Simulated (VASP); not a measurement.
# CaSe (Pm-3m) in VASP: notebook

Runs on CaSe. Level: PBE. Tasks: single point.

Everything below comes from runs of VASP 6.6.1. Logs are shortened: lines on timing, memory, paths and dates and some standing lists are left out, and cuts for length are marked.

## Step 1: The cell of the first run

The structure is cubic, space group Pm-3m (No. 221). The conventional cell has a = 3.577 Å, b = 3.577 Å, c = 3.577 Å, α = 90.00°, β = 90.00°, γ = 90.00°. Ca (site symmetry m-3m) has 8 Se at 3.10 Å and 6 Ca at 3.58 Å within 4.1 Å. Within 4.1 Å of Se (site symmetry m-3m) lie 8 Ca at 3.10 Å and 6 Se at 3.58 Å.

## Step 2: Single point, PBE (volume changed by -6%)

INCAR reads:

```
ALGO     = Normal         # electronic algorithm
EDIFF    = 1E-6           # SCF threshold, eV
ENCUT    = 520            # plane-wave cutoff, eV
GGA      = PE             # functional
ISIF     = 2              # what is computed and relaxed
ISMEAR   = 0              # smearing method
LASPH    = T              # aspherical terms in the spheres
LCHARG   = F              # write CHGCAR
LREAL    = F              # projectors in reciprocal space
LWAVE    = F              # write WAVECAR
NBANDS   = 15             # bands
NELM     = 100            # most SCF steps
PREC     = Accurate       # precision mode
SIGMA    = 0.01           # smearing width, eV
```

KPOINTS reads:

```
k-points
0
Gamma
  6 6 6
```

POSCAR reads:

```
CaSe
1.0
    3.5766996755      0.0000000000      0.0000000000
    0.0000000000      3.5766996755      0.0000000000
    0.0000000000      0.0000000000      3.5766996755
Ca Se
1 1
Direct
    0.0000000000      0.0000000000      0.0000000000
    0.5000000000      0.5000000000      0.5000000000
```

Potentials or basis: VASP PAW PBE potentials, release 64 (Ca_sv, Se).

On the command line:

```
cat potpaw_PBE.64/Ca_sv/POTCAR potpaw_PBE.64/Se/POTCAR > POTCAR
mpirun -np 1 vasp_std > vasp.out
```

OUTCAR:

```text
EDIFF = 1E-6
   ENCUT = 520
   GGA = PE
   ISIF = 2
   ISMEAR = 0
   LASPH = T
   LREAL = F
   NELM = 100
   PREC = Accurate

 ion  position               nearest neighbor table
   1  0.000  0.000  0.000-
   2  0.500  0.500  0.500-

  LATTYP: Found a simple cubic cell.
 ALAT       =     3.5766996755

  Lattice vectors:

 A1 = (   3.5766996755,   0.0000000000,   0.0000000000)
 A2 = (   0.0000000000,   3.5766996755,   0.0000000000)
 A3 = (   0.0000000000,   0.0000000000,   3.5766996755)

Analysis of symmetry for initial positions (statically):
=====================================================================
 Subroutine PRICEL returns:
 Original cell was already a primitive cell.

 Routine SETGRP: Setting up the symmetry group for a
 simple cubic supercell.

 Subroutine GETGRP returns: Found 48 space group operations
 (whereof 48 operations were pure point group operations)
 out of a pool of 48 trial point group operations.

The static configuration has the point symmetry O_h .

Analysis of symmetry for dynamics (positions and initial velocities):
=====================================================================
 Subroutine PRICEL returns:
 Original cell was already a primitive cell.

 Routine SETGRP: Setting up the symmetry group for a
 simple cubic supercell.

 Subroutine GETGRP returns: Found 48 space group operations
 (whereof 48 operations were pure point group operations)
 out of a pool of 48 trial point group operations.

The dynamic configuration has the point symmetry O_h .

 Subroutine INISYM returns: Found 48 space group operations
 (whereof 48 operations are pure point group operations),
 and found     1 'primitive' translations

----------------------------------------------------------------------------------------

                                     Primitive cell

  volume of cell :      45.7559

  direct lattice vectors                    reciprocal lattice vectors
     3.576699676  0.000000000  0.000000000     0.279587354  0.000000000  0.000000000
     0.000000000  3.576699676  0.000000000     0.000000000  0.279587354  0.000000000
     0.000000000  0.000000000  3.576699676     0.000000000  0.000000000  0.279587354

  length of vectors
     3.576699676  3.576699676  3.576699676     0.279587354  0.279587354  0.279587354

  position of ions in fractional coordinates (direct lattice)
     0.000000000  0.000000000  0.000000000
     0.500000000  0.500000000  0.500000000

[... 80 lines left out ...]
   TEBEG  =    0.0;   TEEND  =   0.0 temperature during run
   PSTRESS=    0.0 pullay stress
   NELECT =      16.0000    total number of electrons
   NUPDOWN=      -1.0000    fix difference up-down
   EMIN   =  10.00;   EMAX   =-10.00  energy-range for DOS
   EFERMI =   0.00;   METHOD = LEGACY
   ISMEAR =     0;   SIGMA  =   0.01  broadening in eV -4-tet -1-fermi 0-gaus
   EFERMI_NEDOS =   21; number of points for ismear=-14 and -15
   IALGO  =     38    algorithm
   IMIX   =      4    mixing-type and parameters
     AMIX     =   0.40;   BMIX     =  1.00
     AMIX_MAG =   1.60;   BMIX_MAG =  1.00
  volume/ion in A,a.u.               =      22.88       154.39
  Fermi-wavevector in a.u.,A,eV,Ry     =   1.153362  2.179538 18.099071  1.330244
  Thomas-Fermi vector in A             =   2.290007
   LORBIT       =      0    0 simple, 1 ext, 2 COOP (PROOUT), +10 PAW based schemes
   GGA     = PE    functional components
   LHFCALC =     F    Hartree Fock is set to
   AEXX    =    0.0000 exact exchange contribution
   IVDW    =     0    specifies the selected vdW correction
   LEPSILON=     F    determine dielectric tensor
   LRPA    =     F    only Hartree local field effects (RPA)
 non-spin polarized calculation
 Gauss-broadening in eV      SIGMA  =   0.01
  energy-cutoff  :      520.00
  volume of cell :       45.76
 maximum number of plane-waves:      1253
 NGX is ok and might be reduce to    28
   NGX = 13   NGY = 13   NGZ = 13

 number of electron      16.0000002 magnetization

 Free energy of the ion-electron system (eV)
  ---------------------------------------------------
  ext. energy  EPLUGINS =         0.00000000
  ---------------------------------------------------
  free energy    TOTEN  =        -8.76118757 eV

  energy without entropy =       -8.76118757  energy(sigma->0) =       -8.76118757

 E-fermi :   4.8397     XC(G=0):  -9.7901

 val. band max:        4.6761990044   @ k =   0.5000   0.5000   0.0000
 cond. band min:       5.3536936142   @ k =   0.5000   0.5000   0.0000
 fundamental gap:      0.6774946098
 Fermi energy:         4.8397007543

 k-point     1 :       0.0000    0.0000    0.0000
  band No.  band energies     occupation
      1     -36.5743      2.00000
      2     -17.5119      2.00000
      3     -17.5119      2.00000
      4     -17.5119      2.00000
      5      -8.6146      2.00000
      6       3.7644      2.00000
      7       3.7644      2.00000
      8       3.7644      2.00000
      9       5.6190      0.00000
     10       5.6190      0.00000
     11       7.0551      0.00000
     12       9.1292      0.00000
     13       9.1292      0.00000
     14       9.1292      0.00000
[... 329 lines left out ...]
      2     -17.6498      2.00000
      3     -17.6498      2.00000
      4     -17.6498      2.00000
      5      -6.8264      2.00000
      6       0.7214      2.00000
      7       0.7214      2.00000
      8       0.7214      2.00000
      9       8.5822      0.00000
     10       8.5822      0.00000
     11       8.5822      0.00000
     12      10.2613      0.00000
     13      10.2613      0.00000
     14      10.6783      0.00000
     15      10.6783      0.00000

------------------------ aborting loop because EDIFF is reached ----------------------------------------

  FORCE on cell =-STRESS in cart. coord.  units (eV):
  Direction    XX          YY          ZZ          XY          YZ          ZX
  --------------------------------------------------------------------------------------
  -------------------------------------------------------------------------------------
  Total        1.0723339      1.0723339      1.0723339      0.0000000      0.0000000     -0.0000000
  in kB       37.5485533     37.5485533     37.5485533      0.0000000      0.0000000     -0.0000000
  external PRESSURE =      37.5485533 kB  Pullay stress =       0.0000000 kB

 VOLUME and BASIS-vectors are now :
 -----------------------------------------------------------------------------
  energy-cutoff  :      520.00
  volume of cell :       45.76
      direct lattice vectors                 reciprocal lattice vectors
     3.576699676  0.000000000  0.000000000     0.279587354  0.000000000  0.000000000
     0.000000000  3.576699676  0.000000000     0.000000000  0.279587354  0.000000000
     0.000000000  0.000000000  3.576699676     0.000000000  0.000000000  0.279587354

 POSITION                                       TOTAL-FORCE (eV/Angst)
 -----------------------------------------------------------------------------------
      0.00000      0.00000      0.00000         0.000000      0.000000      0.000000
      1.78835      1.78835      1.78835         0.000000      0.000000      0.000000
 -----------------------------------------------------------------------------------
    total drift:                               -0.000000      0.000000      0.000000

  FREE ENERGIE OF THE ION-ELECTRON SYSTEM (eV)
  ---------------------------------------------------
  free  energy   TOTEN  =        -8.7611875704 eV

  energy  without entropy=       -8.7611875704  energy(sigma->0) =       -8.76118757
```

OSZICAR:

```text
N       E                     dE             d eps       ncg     rms          rms(c)
DAV:   1     0.102400743802E+03    0.10240E+03   -0.75035E+03   600   0.998E+02
DAV:   2    -0.481210062247E+01   -0.10721E+03   -0.10163E+03   754   0.244E+02
DAV:   3    -0.876652104558E+01   -0.39544E+01   -0.39113E+01   754   0.441E+01
DAV:   4    -0.890781699714E+01   -0.14130E+00   -0.14122E+00   874   0.754E+00
DAV:   5    -0.890840734653E+01   -0.59035E-03   -0.59034E-03   740   0.526E-01    0.450E+00
DAV:   6    -0.877279377674E+01    0.13561E+00   -0.13539E-01   677   0.234E+00    0.264E+00
DAV:   7    -0.875934381139E+01    0.13450E-01   -0.78212E-02   785   0.194E+00    0.817E-01
DAV:   8    -0.876114915621E+01   -0.18053E-02   -0.14579E-02   651   0.874E-01    0.113E-01
DAV:   9    -0.876109545551E+01    0.53701E-04   -0.75505E-04   764   0.284E-01    0.563E-02
DAV:  10    -0.876116762956E+01   -0.72174E-04   -0.19034E-04   670   0.978E-02    0.150E-02
DAV:  11    -0.876118941000E+01   -0.21780E-04   -0.39541E-05   714   0.502E-02    0.147E-02
DAV:  12    -0.876118806737E+01    0.13426E-05   -0.20829E-06   684   0.792E-03    0.589E-03
DAV:  13    -0.876118757041E+01    0.49696E-06   -0.72323E-07   496   0.639E-03
   1 F= -.87611876E+01 E0= -.87611876E+01  d E =-.623621-120
```

stdout:

```text
POSCAR found type information on POSCAR CaSe
 POSCAR found :  2 types and       2 ions
 scaLAPACK will be used
 LDA part: xc-table for (Slater+PW92), standard interpolation
 POSCAR, INCAR and KPOINTS ok, starting setup
 FFT: planning ... GRIDC
 FFT: planning ... GRID_SOFT
 FFT: planning ... GRID
 WAVECAR not read
 entering main loop
```

It took 11 s on 1 thread of Intel Xeon Platinum 8488C (Sapphire Rapids), shared host; peak memory 0.16 GiB.

What came out:

```
Free energy            : -8.7612 eV
Pressure               : 3.8 GPa
Band gap on the k mesh : 0.68 eV, direct
```

Levels at points of the mesh, in eV from the valence-band top:
```tsv
k point	band 5	band 6	band 7	band 8	band 9	band 10	band 11	band 12
(0.00, 0.00, 0.00)	-13.29	-0.91	-0.91	-0.91	0.94	0.94	2.38	4.45
(0.50, 0.00, 0.00)	-12.46	-5.18	-1.14	-1.14	1.94	4.73	4.87	4.94
(0.50, 0.50, 0.00)	-12.14	-3.75	-3.75	0.00	0.68	2.99	3.15	3.15
(0.50, 0.50, 0.50)	-11.50	-3.95	-3.95	-3.95	3.91	3.91	3.91	5.59
```

Caveat: the cell differs from its parent crystal (volume changed by -6%). A k mesh can miss the band edges.

## Step 3: Single point, PBE

This run uses another cell than the first one, of 24.34 Å³/atom, 1.064 times its volume.

INCAR reads:

```
SYSTEM = CaSe
ALGO     = Normal         ! electronic algorithm
EDIFF    = 1E-7           ! SCF threshold, eV
ENCUT    = 520            ! plane-wave cutoff, eV
GGA      = PE             ! functional
ISIF     = 2              ! what is computed and relaxed
ISMEAR   = 0              ! smearing method
LASPH    = .TRUE.         ! aspherical terms in the spheres
LCHARG   = .TRUE.         ! write CHGCAR
LELF     = .TRUE.         ! ELF
LREAL    = .FALSE.        ! projectors in reciprocal space
LVHAR    = .TRUE.       
LWAVE    = .FALSE.        ! write WAVECAR
NBANDS   = 15             ! bands
NELM     = 60             ! most SCF steps
PREC     = Accurate       ! precision mode
SIGMA    = 0.01           ! smearing width, eV
```

KPOINTS reads:

```
k-points
0
G
  6 6 6
  0 0 0
```

POSCAR reads:

```
CaSe
1.0
    3.6512356021      0.0000000000      0.0000000000
    0.0000000000      3.6512356021      0.0000000000
    0.0000000000      0.0000000000      3.6512356021
Ca Se
1 1
Direct
    0.0000000000      0.0000000000      0.0000000000
    0.5000000000      0.5000000000      0.5000000000
```

Potentials or basis: VASP PAW PBE potentials, release 64 (Ca_sv, Se).

On the command line:

```
cat potpaw_PBE.64/Ca_sv/POTCAR potpaw_PBE.64/Se/POTCAR > POTCAR
mpirun -np 1 vasp_std > vasp.out
```

It took 12 s on 1 thread of Intel Xeon Platinum 8488C (Sapphire Rapids), shared host; peak memory 0.16 GiB.

Results (log left out):

| Property | Result |
| --- | --- |
| Free energy | -8.7956 eV |
| Pressure | 0.2 GPa |
| Band gap on the k mesh | 0.78 eV, direct |

Levels at points of the mesh, in eV from the valence-band top:
| k point | band 5 | band 6 | band 7 | band 8 | band 9 | band 10 | band 11 | band 12 |
| --- | --- | --- | --- | --- | --- | --- | --- | --- |
| (0.00, 0.00, 0.00) | -12.97 | -0.85 | -0.85 | -0.85 | 1.11 | 1.11 | 2.01 | 4.35 |
| (0.50, 0.00, 0.00) | -12.25 | -4.84 | -1.02 | -1.02 | 2.02 | 4.57 | 4.59 | 4.75 |
| (0.50, 0.50, 0.00) | -11.95 | -3.51 | -3.51 | 0.00 | 0.78 | 2.91 | 3.17 | 3.17 |
| (0.50, 0.50, 0.50) | -11.40 | -3.63 | -3.63 | -3.63 | 3.83 | 3.83 | 3.83 | 5.38 |

A k mesh can miss the band edges.

## Step 4: Single point, PBE (volume changed by -3%)

INCAR reads:

```
SYSTEM = CaSe
ALGO = Normal
EDIFF = 1E-6
ENCUT = 520
GGA = PE
ISIF = 2
ISMEAR = 0
LASPH = .True.
LCHARG = .False.
LREAL = .False.
LWAVE = .False.
NBANDS = 15
NELM = 60
PREC = Accurate
SIGMA = 0.01
```

KPOINTS reads:

```
k-points
0
Gamma
  6 6 6
  0 0 0
```

POSCAR reads:

```
CaSe
1.0
    3.6143519127      0.0000000000      0.0000000000
    0.0000000000      3.6143519127      0.0000000000
    0.0000000000      0.0000000000      3.6143519127
Ca Se
1 1
Direct
    0.0000000000      0.0000000000      0.0000000000
    0.5000000000      0.5000000000      0.5000000000
```

Potentials or basis: VASP PAW PBE potentials, release 64 (Ca_sv, Se).

On the command line:

```
cat potpaw_PBE.64/Ca_sv/POTCAR potpaw_PBE.64/Se/POTCAR > POTCAR
mpirun -np 1 vasp_std > vasp.out
```

OUTCAR:

```text
SYSTEM = CaSe
   EDIFF = 1E-6
   ENCUT = 520
   GGA = PE
   ISIF = 2
   ISMEAR = 0
   LASPH = .True.
   LREAL = .False.
   NELM = 60
   PREC = Accurate

 ion  position               nearest neighbor table
   1  0.000  0.000  0.000-
   2  0.500  0.500  0.500-

  LATTYP: Found a simple cubic cell.
 ALAT       =     3.6143519127

  Lattice vectors:

 A1 = (   3.6143519127,   0.0000000000,   0.0000000000)
 A2 = (   0.0000000000,   3.6143519127,   0.0000000000)
 A3 = (   0.0000000000,   0.0000000000,   3.6143519127)

Analysis of symmetry for initial positions (statically):
=====================================================================
 Subroutine PRICEL returns:
 Original cell was already a primitive cell.

 Routine SETGRP: Setting up the symmetry group for a
 simple cubic supercell.

 Subroutine GETGRP returns: Found 48 space group operations
 (whereof 48 operations were pure point group operations)
 out of a pool of 48 trial point group operations.

The static configuration has the point symmetry O_h .
[... 166 lines left out ...]
      1     -36.8994      2.00000
      2     -17.8372      2.00000
      3     -17.8372      2.00000
      4     -17.8372      2.00000
      5      -8.7248      2.00000
      6       3.5169      2.00000
      7       3.5169      2.00000
      8       3.5169      2.00000
      9       5.4326      0.00000
     10       5.4326      0.00000
     11       6.5832      0.00000
     12       8.8014      0.00000
     13       8.8014      0.00000
     14       8.8014      0.00000
[... 329 lines left out ...]
      2     -17.9611      2.00000
      3     -17.9611      2.00000
      4     -17.9611      2.00000
      5      -7.0517      2.00000
      6       0.6119      2.00000
      7       0.6119      2.00000
      8       0.6119      2.00000
      9       8.2677      0.00000
     10       8.2677      0.00000
     11       8.2677      0.00000
     12       9.8788      0.00000
     13       9.8788      0.00000
     14      10.2544      0.00000
     15      10.2544      0.00000

------------------------ aborting loop because EDIFF is reached ----------------------------------------

  FORCE on cell =-STRESS in cart. coord.  units (eV):
  Direction    XX          YY          ZZ          XY          YZ          ZX
  --------------------------------------------------------------------------------------
  -------------------------------------------------------------------------------------
  Total        0.5342130      0.5342130      0.5342130     -0.0000000      0.0000000     -0.0000000
  in kB       18.1273251     18.1273251     18.1273251     -0.0000000      0.0000000     -0.0000000
  external PRESSURE =      18.1273251 kB  Pullay stress =       0.0000000 kB

 VOLUME and BASIS-vectors are now :
 -----------------------------------------------------------------------------
  energy-cutoff  :      520.00
  volume of cell :       47.22
      direct lattice vectors                 reciprocal lattice vectors
     3.614351913  0.000000000  0.000000000     0.276674774  0.000000000  0.000000000
     0.000000000  3.614351913  0.000000000     0.000000000  0.276674774  0.000000000
     0.000000000  0.000000000  3.614351913     0.000000000  0.000000000  0.276674774

 POSITION                                       TOTAL-FORCE (eV/Angst)
 -----------------------------------------------------------------------------------
      0.00000      0.00000      0.00000         0.000000      0.000000      0.000000
      1.80718      1.80718      1.80718         0.000000      0.000000      0.000000
 -----------------------------------------------------------------------------------
    total drift:                               -0.000000      0.000000      0.000000

  FREE ENERGIE OF THE ION-ELECTRON SYSTEM (eV)
  ---------------------------------------------------
  free  energy   TOTEN  =        -8.7865956032 eV

  energy  without entropy=       -8.7865956032  energy(sigma->0) =       -8.78659560
```

Wall time 20 s (1 thread of Intel Xeon Platinum 8488C (Sapphire Rapids), shared host); peak memory 0.16 GiB.

Results:

| Item | Value |
| --- | --- |
| Free energy | -8.7866 eV |
| Pressure | 1.8 GPa |
| Band gap on the k mesh | 0.73 eV, direct |

Levels at points of the mesh, in eV from the valence-band top:
```tsv
k point	band 6	band 7	band 8	band 9	band 10	band 11
(0.00, 0.00, 0.00)	-0.88	-0.88	-0.88	1.03	1.03	2.18
(0.50, 0.00, 0.00)	-5.01	-1.08	-1.08	1.98	4.66	4.71
(0.50, 0.50, 0.00)	-3.62	-3.62	0.00	0.73	2.95	3.16
(0.50, 0.50, 0.50)	-3.79	-3.79	-3.79	3.87	3.87	3.87
```

Caveat: the cell differs from its parent crystal (volume changed by -3%). A k mesh can miss the band edges.

(Part 1 of 2 ends here.)
